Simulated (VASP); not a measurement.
A run of VASP 6.6.1 is set up as follows.

Contents of INCAR:

```
ALGO = Fast
EDIFF = 1E-6
ENCUT = 520
GGA = PS
ISIF = 2
ISMEAR = 0
LASPH = True
LCHARG = True
LELF = True
LREAL = False
LVHAR = True
LWAVE = False
NBANDS = 17
NELM = 100
PREC = Accurate
SIGMA = 0.1
```

File KPOINTS:

```
k-points
0
Gamma
  15 15 8
```

File POSCAR:

```
Hf
1.0
    3.2995682827      0.0000000000      0.0000000000
   -1.6497841414      2.8575099543      0.0000000000
    0.0000000000      0.0000000000      5.3722940040
Hf
2
Direct
    0.3333333333      0.6666666667      0.2500000000
    0.6666666667      0.3333333333      0.7500000000
```

Potentials or basis: VASP PAW PBE potentials, release 64 (Hf_pv).

Command:

```console
$ cat potpaw_PBE.64/Hf_pv/POTCAR > POTCAR
$ mpirun -np 1 vasp_std > vasp.out
```

Question: What does it give for the band gap on the k mesh?

Answer: Zero (bands 10 and 11 overlap by 1.45 eV).

Question: Estimate the pressure.

Answer: -14.0 GPa.

Stress tensor (GPa, compression positive):
```
-13.07   0.00   0.00
  0.00 -13.07   0.00
  0.00   0.00 -16.00
```

Caveat: the cell differs from its parent crystal (strained); the cell stands under tension; the PAW data sets were made with another functional, which shifts forces and pressure a little; spin-orbit coupling is left out, which moves the levels of the heavy elements.
